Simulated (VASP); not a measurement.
A run of VASP 6.6.1:

Contents of INCAR:

```
ALGO     = Fast           # electronic algorithm
EDIFF    = 1E-7           # SCF threshold, eV
EDIFFG   = -0.01          # ionic threshold
ENCUT    = 600            # plane-wave cutoff, eV
GGA      = PE             # functional
IBRION   = 2              # ionic algorithm
ISIF     = 3              # what is computed and relaxed
ISMEAR   = 0              # smearing method
LASPH    = T              # aspherical terms in the spheres
LCHARG   = F              # write CHGCAR
LREAL    = F              # projectors in reciprocal space
LWAVE    = F              # write WAVECAR
NELM     = 60             # most SCF steps
NSW      = 100            # ionic steps
PREC     = Accurate       # precision mode
SIGMA    = 0.1            # smearing width, eV
```

KPOINTS

```
k-points
0
Gamma
  12 12 8
```

POSCAR

```
Al3NiPd2
1.0
    4.2836700553      0.0000000000      0.0000000000
   -2.1418350276      3.7097670893      0.0000000000
    0.0000000000      0.0000000000      5.2222205503
Al Ni Pd
3 1 2
Direct
    0.6666666667      0.3333333333      0.8428812688
    0.3333333333      0.6666666667      0.1571187312
    0.0000000000      0.0000000000      0.5000000000
    0.0000000000      0.0000000000      0.0000000000
    0.3333333333      0.6666666667      0.6681416430
    0.6666666667      0.3333333333      0.3318583570
```

Potentials or basis: VASP PAW PBE potentials, release 64 (Al, Ni, Pd).

Launch:

```console
$ cat potpaw_PBE.64/Al/POTCAR potpaw_PBE.64/Ni/POTCAR potpaw_PBE.64/Pd/POTCAR > POTCAR
$ mpirun -np 1 vasp_std > vasp.out
```

Hardware: 1 thread of AMD EPYC 9R14 (Zen 4), with other jobs on the host.

**Question.** How long does it take, and how much memory?

**Answer.** Wall time 24 min on 1 thread of AMD EPYC 9R14 (Zen 4) (shared host), peak memory 0.45 GiB. Counts: scf iterations 106, k points 131, ion steps 10.
